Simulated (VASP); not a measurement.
Input of a VASP 6.6.1 run:

File INCAR:

```
PREC = Accurate
ENCUT = 520
EDIFF = 1E-6
ISMEAR = -1
SIGMA = 0.1
LREAL = False
LASPH = True
NELM = 150
ALGO = Normal
ISIF = 2
LWAVE = False
LCHARG = False
ISPIN = 2
MAGMOM = 1 0
LORBIT = 11
NUPDOWN = 1.0
GGA = PE
IVDW = 13
NBANDS = 25
```

KPOINTS

```
regular mesh
0
Gamma
  8 8 8
```

Contents of POSCAR:

```
Ge
1.0
    0.0000000000      2.8843929095      2.8843929095
    2.8843929095      0.0000000000      2.8843929095
    2.8843929095      2.8843929095      0.0000000000
Ge
2
Direct
    0.7500000000      0.7500000000      0.7500000000
    0.5000000000      0.5000000000      0.5000000000
```

Potentials or basis: VASP PAW PBE potentials, release 64 (Ge_d).

Run with:

```console
$ cat potpaw_PBE.64/Ge_d/POTCAR > POTCAR
$ mpirun -np 1 vasp_std > vasp.out
```

Task: Predict the dispersion energy per atom.

Result: -0.308 eV.

Task: Estimate the pressure.

Result: 2.0 GPa.

Caveat: the total moment is fixed, so each spin has its own Fermi level.
